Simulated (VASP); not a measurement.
# Li (Fd-3m) in VASP: further runs

Li is run at these levels: PBE; tasks: single point.

Everything below comes from runs of VASP 6.6.1. Logs are shortened: lines on timing, memory, paths and dates and some standing lists are left out, and cuts for length are marked.

## 1. The cell of the first run

It takes space group Fd-3m (No. 227, cubic). Conventional cell: a = 5.103 Å, b = 5.103 Å, c = 5.103 Å, α = 90.00°, β = 90.00°, γ = 90.00°. Li (site symmetry -43m) has 4 Li at 2.21 Å within 2.9 Å.

## 2. Single point, PBE (volume scaled by 0.65)

The input, INCAR:

```
ALGO = Normal
EDIFF = 1E-7
ENCUT = 520
GGA = PE
ISIF = 2
ISMEAR = -1
LASPH = T
LCHARG = F
LREAL = F
LWAVE = F
NBANDS = 10
NELM = 80
PREC = Accurate
SIGMA = 0.05
```

The input, KPOINTS:

```
k-points
0
Gamma
  11 11 11
```

The input, POSCAR:

```
Li
1.0
    0.0000000000      2.5516734519      2.5516734519
    2.5516734519      0.0000000000      2.5516734519
    2.5516734519      2.5516734519      0.0000000000
Li
2
Direct
   -0.1250000000     -0.1250000000     -0.1250000000
    0.1250000000      0.1250000000      0.1250000000
```

Potentials or basis: VASP PAW PBE potentials, release 64 (Li_sv).

Launch:

```console
cat potpaw_PBE.64/Li_sv/POTCAR > POTCAR
mpirun -np 1 vasp_std > vasp.out
```

OUTCAR:

```text
EDIFF = 1E-7
   ENCUT = 520
   GGA = PE
   ISIF = 2
   ISMEAR = -1
   LASPH = T
   LREAL = F
   NELM = 80
   PREC = Accurate

 ion  position               nearest neighbor table
   1  0.875  0.875  0.875-   2 2.21   2 2.21   2 2.21   2 2.21
   2  0.125  0.125  0.125-   1 2.21   1 2.21   1 2.21   1 2.21

  LATTYP: Found a face centered cubic cell.
 ALAT       =     5.1033469038

  Lattice vectors:

 A1 = (   0.0000000000,   2.5516734519,   2.5516734519)
 A2 = (   2.5516734519,   0.0000000000,   2.5516734519)
 A3 = (   2.5516734519,   2.5516734519,   0.0000000000)

Analysis of symmetry for initial positions (statically):
[... 6 lines left out ...]

 Subroutine GETGRP returns: Found 48 space group operations
 (whereof 12 operations were pure point group operations)
 out of a pool of 48 trial point group operations.

The static configuration has the point symmetry D_3d.
 The point group associated with its full space group is O_h .

Analysis of symmetry for dynamics (positions and initial velocities):
[... 6 lines left out ...]

 Subroutine GETGRP returns: Found 48 space group operations
 (whereof 12 operations were pure point group operations)
 out of a pool of 48 trial point group operations.

The dynamic configuration has the point symmetry D_3d.
 The point group associated with its full space group is O_h .

 Subroutine INISYM returns: Found 48 space group operations
 (whereof 12 operations are pure point group operations),
 and found     1 'primitive' translations

----------------------------------------------------------------------------------------

                                     Primitive cell

  volume of cell :      33.2281

  direct lattice vectors                    reciprocal lattice vectors
     0.000000000  2.551673452  2.551673452    -0.195949838  0.195949838  0.195949838
     2.551673452  0.000000000  2.551673452     0.195949838 -0.195949838  0.195949838
     2.551673452  2.551673452  0.000000000     0.195949838  0.195949838 -0.195949838

  length of vectors
     3.608611202  3.608611202  3.608611202     0.339395075  0.339395075  0.339395075

  position of ions in fractional coordinates (direct lattice)
     0.875000000  0.875000000  0.875000000
     0.125000000  0.125000000  0.125000000

  ion indices of the primitive-cell ions
   primitive index   ion index
                 1           1
                 2           2

----------------------------------------------------------------------------------------

 KPOINTS: k-points

Automatic generation of k-mesh.
 Grid dimensions read from file:
 generate k-points for:   11   11   11

 Generating k-lattice:

  Cartesian coordinates                     Fractional coordinates (reciprocal lattice)
    -0.017813622  0.017813622  0.017813622     0.090909091  0.000000000  0.000000000
     0.017813622 -0.017813622  0.017813622     0.000000000  0.090909091  0.000000000
     0.017813622  0.017813622 -0.017813622     0.000000000  0.000000000  0.090909091

  Length of vectors
     0.030854098  0.030854098  0.030854098

  Shift w.r.t. Gamma in fractional coordinates (k-lattice)
     0.000000000  0.000000000  0.000000000

 Subroutine IBZKPT returns following result:
 ===========================================

 Found     56 irreducible k-points:

 Following reciprocal coordinates:
            Coordinates               Weight
  0.000000  0.000000  0.000000      1.000000
  0.090909  0.000000  0.000000      8.000000
  0.181818  0.000000  0.000000      8.000000
  0.272727  0.000000  0.000000      8.000000
  0.363636  0.000000  0.000000      8.000000
  0.454545  0.000000  0.000000      8.000000
[... 16 lines left out ...]
 -0.272727  0.181818  0.000000     24.000000
 -0.181818  0.181818  0.000000     12.000000
 [... further k-points ...]
   k-points           NKPTS =     56   k-points in BZ     NKDIM =     56   number of bands    NBANDS=     10
   number of dos      NEDOS =    301   number of ions     NIONS =      2
   total plane-waves  NPLWV =  21952
   dimension x,y,z NGX =    28 NGY =   28 NGZ =   28
   dimension x,y,z NGXF=    56 NGYF=   56 NGZF=   56
   ions per type =               2
   NGX,Y,Z   is equivalent  to a cutoff of  12.90, 12.90, 12.90 a.u.
   NGXF,Y,Z  is equivalent  to a cutoff of  25.80, 25.80, 25.80 a.u.
 SYSTEM =  unknown system
   PREC   = accura    normal or accurate (medium, high low for compatibility)
   ISTART =      0    job   : 0-new  1-cont  2-samecut
   ICHARG =      2    charge: 1-file 2-atom 10-const
   ISPIN  =      1    spin polarized calculation?
   LNONCOLLINEAR =      F non collinear calculations
   LSORBIT =      F    spin-orbit coupling
   LASPH  =      T    aspherical Exc in radial PAW
   ENCUT  =  520.0 eV  38.22 Ry    6.18 a.u.   6.71  6.71  6.71*2*pi/ulx,y,z
   NELM   =     80;   NELMIN=  2; NELMDL= -5     # of ELM steps
   EDIFF  = 0.1E-06   stopping-criterion for ELM
   LREAL  =      F    real-space projection
   EDIFFG = 0.1E-05   stopping-criterion for IOM
   NSW    =      0    number of steps for IOM
   IBRION =     -1    ionic relax: 0-MD 1-quasi-New 2-CG
   NFREE  =      0    steps in history (QN), initial steepest desc. (CG)
   ISIF   =      2    stress and relaxation
   ISYM   =      2    0-nonsym 1-usesym 2-fastsym
   POTIM  = 0.5000    time-step for ionic-motion
   TEBEG  =    0.0;   TEEND  =   0.0 temperature during run
   PSTRESS=    0.0 pullay stress
   NELECT =       6.0000    total number of electrons
   NUPDOWN=      -1.0000    fix difference up-down
   EMIN   =  10.00;   EMAX   =-10.00  energy-range for DOS
   EFERMI =   0.00;   METHOD = LEGACY
   ISMEAR =    -1;   SIGMA  =   0.05  broadening in eV -4-tet -1-fermi 0-gaus
   EFERMI_NEDOS =   21; number of points for ismear=-14 and -15
   IALGO  =     38    algorithm
   IMIX   =      4    mixing-type and parameters
     AMIX     =   0.40;   BMIX     =  1.00
     AMIX_MAG =   1.60;   BMIX_MAG =  1.00
  volume/ion in A,a.u.               =      16.61       112.12
  Fermi-wavevector in a.u.,A,eV,Ry     =   0.925316  1.748594 11.649445  0.856210
  Thomas-Fermi vector in A             =   2.051157
   LORBIT       =      0    0 simple, 1 ext, 2 COOP (PROOUT), +10 PAW based schemes
   GGA     = PE    functional components
   LHFCALC =     F    Hartree Fock is set to
   AEXX    =    0.0000 exact exchange contribution
   IVDW    =     0    specifies the selected vdW correction
   LEPSILON=     F    determine dielectric tensor
   LRPA    =     F    only Hartree local field effects (RPA)
 non-spin polarized calculation
  energy-cutoff  :      520.00
  volume of cell :       33.23
 maximum number of plane-waves:       911
   NGX = 13   NGY = 13   NGZ = 13

 number of electron       6.0000000 magnetization

 Free energy of the ion-electron system (eV)
  ---------------------------------------------------
  ext. energy  EPLUGINS =         0.00000000
  ---------------------------------------------------
  free energy    TOTEN  =        -2.59092405 eV

  energy without entropy =       -2.58852492  energy(sigma->0) =       -2.58972448

 E-fermi :   1.8407     XC(G=0):  -7.5380

 val. band max:        1.7842515400   @ k =  -0.4545   0.4545   0.0000
 cond. band min:       1.8712599431   @ k =  -0.4545   0.4545   0.0000
 fundamental gap:      0.0870084031
 Fermi energy:         1.8407140973

 k-point     1 :       0.0000    0.0000    0.0000
  band No.  band energies     occupation
      1     -46.2282      2.00000
      2     -45.9433      2.00000
      3      -2.4295      2.00000
      4       9.0529      0.00000
      5       9.0530      0.00000
      6       9.0530      0.00000
      7      10.3141      0.00000
      8      10.3141      0.00000
      9      10.3141      0.00000
     10      16.5590      0.00000

 k-point     2 :       0.0909    0.0000    0.0000
  band No.  band energies     occupation
      1     -46.2238      2.00000
      2     -45.9475      2.00000
      3      -2.3335      2.00000
      4       7.7675      0.00000
      5       8.6247      0.00000
      6       8.6247      0.00000
      7      10.8531      0.00000
      8      10.8531      0.00000
      9      11.5319      0.00000
     10      15.3828      0.00000

 k-point     3 :       0.1818    0.0000    0.0000
  band No.  band energies     occupation
      1     -46.2112      2.00000
      2     -45.9596      2.00000
      3      -2.0473      2.00000
      4       6.0571      0.00000
      5       8.0361      0.00000
      6       8.0361      0.00000
      7      11.5176      0.00000
      8      11.5177      0.00000
      9      13.0067      0.00000
     10      14.3212      0.00000

 k-point     4 :       0.2727    0.0000    0.0000
  band No.  band energies     occupation
      1     -46.1924      2.00000
      2     -45.9773      2.00000
      3      -1.5818      2.00000
      4       4.4482      0.00000
      5       7.5943      0.00000
      6       7.5944      0.00000
      7      11.4289      0.00000
      8      11.4289      0.00000
      9      13.5740      0.00000
     10      14.1767      0.00000
[... 222 lines left out ...]
 k-point    22 :      -0.3636    0.1818    0.0000
  band No.  band energies     occupation
      1     -46.1468      2.00000
      2     -46.0213      2.00000
      3      -0.1619      2.00000
      4       2.5850      0.00000
      5       5.1736      0.00000
      6       6.5427      0.00000
      7      10.2026      0.00000
      8      12.3504      0.00000
      9      15.0791      0.00000
     10      15.8725      0.00000

 k-point    23 :      -0.2727    0.1818    0.0000
  band No.  band energies     occupation
      1     -46.1652      2.00000
      2     -46.0034      2.00000
      3      -0.8280      2.00000
      4       3.7620      0.00000
      5       5.0828      0.00000
      6       7.2096      0.00000
      7      10.7262      0.00000
      8      12.1880      0.00000
      9      14.5167      0.00000
     10      14.8145      0.00000

 k-point    24 :      -0.1818    0.1818    0.0000
  band No.  band energies     occupation
      1     -46.1854      2.00000
      2     -45.9840      2.00000
      3      -1.4104      2.00000
      4       5.1322      0.00000
      5       5.2790      0.00000
      6       7.9616      0.00000
      7      11.4486      0.00000
      8      11.7775      0.00000
      9      13.5745      0.00000
     10      14.0997      0.00000

 [... further k-points ...]

------------------------ aborting loop because EDIFF is reached ----------------------------------------

  FORCE on cell =-STRESS in cart. coord.  units (eV):
  Direction    XX          YY          ZZ          XY          YZ          ZX
  --------------------------------------------------------------------------------------
  -------------------------------------------------------------------------------------
  Total        0.9295139      0.9295139      0.9295139      0.0000000      0.0000000      0.0000000
  in kB       44.8189015     44.8189015     44.8189015      0.0000000      0.0000000      0.0000000
  external PRESSURE =      44.8189015 kB  Pullay stress =       0.0000000 kB

 VOLUME and BASIS-vectors are now :
 -----------------------------------------------------------------------------
  energy-cutoff  :      520.00
  volume of cell :       33.23
      direct lattice vectors                 reciprocal lattice vectors
     0.000000000  2.551673452  2.551673452    -0.195949838  0.195949838  0.195949838
     2.551673452  0.000000000  2.551673452     0.195949838 -0.195949838  0.195949838
     2.551673452  2.551673452  0.000000000     0.195949838  0.195949838 -0.195949838

 POSITION                                       TOTAL-FORCE (eV/Angst)
 -----------------------------------------------------------------------------------
      4.46543      4.46543      4.46543         0.000000      0.000000      0.000000
      0.63792      0.63792      0.63792        -0.000000     -0.000000     -0.000000
 -----------------------------------------------------------------------------------
    total drift:                                0.000000      0.000000      0.000000

  FREE ENERGIE OF THE ION-ELECTRON SYSTEM (eV)
  ---------------------------------------------------
  free  energy   TOTEN  =        -2.5909240509 eV

  energy  without entropy=       -2.5885249162  energy(sigma->0) =       -2.58972448
```

Run time: 24 s. Hardware: 1 thread of AMD EPYC 7R43 (Zen 3), shared host; peak memory 0.12 GiB.

Results:

```yaml
Free_energy: -2.5909 eV
Band_gap_on_the_k_mesh: 0.09 eV, direct
```

Caveat: the cutoff is under 1.25 times the usual one of these potentials, so pressure, stress and relaxed cells hold a basis-set (Pulay) error. A k mesh can miss the band edges.

## 3. Single point, PBE (volume scaled by 0.75)

The input, INCAR:

```
SYSTEM = Li
ALGO = Normal
EDIFF = 1E-6
ENCUT = 520
GGA = PE
ISIF = 2
ISMEAR = -1
LASPH = .TRUE.
LCHARG = .FALSE.
LREAL = .FALSE.
LWAVE = .FALSE.
NBANDS = 10
NELM = 60
PREC = Accurate
SIGMA = 0.05
```

The input, KPOINTS:

```
k-points
0
G
  11 11 11
  0 0 0
```

The input, POSCAR:

```
Li
1.0
    0.0000000000      2.6763386386      2.6763386386
    2.6763386386      0.0000000000      2.6763386386
    2.6763386386      2.6763386386      0.0000000000
Li
2
Direct
   -0.1250000000     -0.1250000000     -0.1250000000
    0.1250000000      0.1250000000      0.1250000000
```

Potentials or basis: VASP PAW PBE potentials, release 64 (Li_sv).

Launch:

```console
cat potpaw_PBE.64/Li_sv/POTCAR > POTCAR
mpirun -np 1 vasp_std > vasp.out
```

Wall time 26 s (1 thread of AMD EPYC 7R43 (Zen 3), shared host); peak memory 0.12 GiB.

The run converged. Its results:

```
Free energy            : -2.7008 eV
Band gap on the k mesh : zero (band 3 reaches 1.27 eV, above the bottom of band 4 at 1.20 eV)
```

Levels at points of the mesh, in eV from the Fermi level:
```tsv
k point	band 1	band 2	band 3	band 4	band 5	band 6	band 7	band 8
(0.00, 0.00, 0.00)	-47.94	-47.76	-3.98	6.60	6.60	6.60	7.81	7.81
```

Caveat: the cutoff is under 1.25 times the usual one of these potentials, so pressure, stress and relaxed cells hold a basis-set (Pulay) error.
